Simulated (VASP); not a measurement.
A run of VASP 6.6.1 is set up as follows.

Contents of INCAR:

```
PREC     = Accurate       # precision mode
ENCUT    = 520            # plane-wave cutoff, eV
EDIFF    = 1E-6           # SCF threshold, eV
ISMEAR   = 1              # smearing method
SIGMA    = 0.01           # smearing width, eV
LREAL    = F              # projectors in reciprocal space
LASPH    = T              # aspherical terms in the spheres
NELM     = 80             # most SCF steps
ALGO     = Normal         # electronic algorithm
ISIF     = 2              # what is computed and relaxed
LWAVE    = F              # write WAVECAR
LCHARG   = T              # write CHGCAR
LELF     = T              # ELF
LVHAR    = T            
NBANDS   = 8              # bands
```

KPOINTS

```
regular mesh
0
Gamma
  8 8 8
```

The input POSCAR:

```
Al
1.0
    2.7217600000      0.0000000000      0.0000000000
    0.0000000000      2.7217600000      0.0000000000
    0.0000000000      0.0000000000      2.7217600000
Al
1
Direct
    0.0000000000      0.0000000000      0.0000000000
```

Potentials or basis: VASP PAW LDA potentials, release 64 (Al).

Run with:

```bash
$ cat potpaw_LDA.64/Al/POTCAR > POTCAR
$ mpirun -np 1 vasp_std > vasp.out
```

**Question.** What does it give for the band gap on the k mesh?

**Answer.** Zero (an odd number of electrons rules out a gap without spin polarisation).

**Question.** Estimate the pressure.

**Answer.** -2.4 GPa.
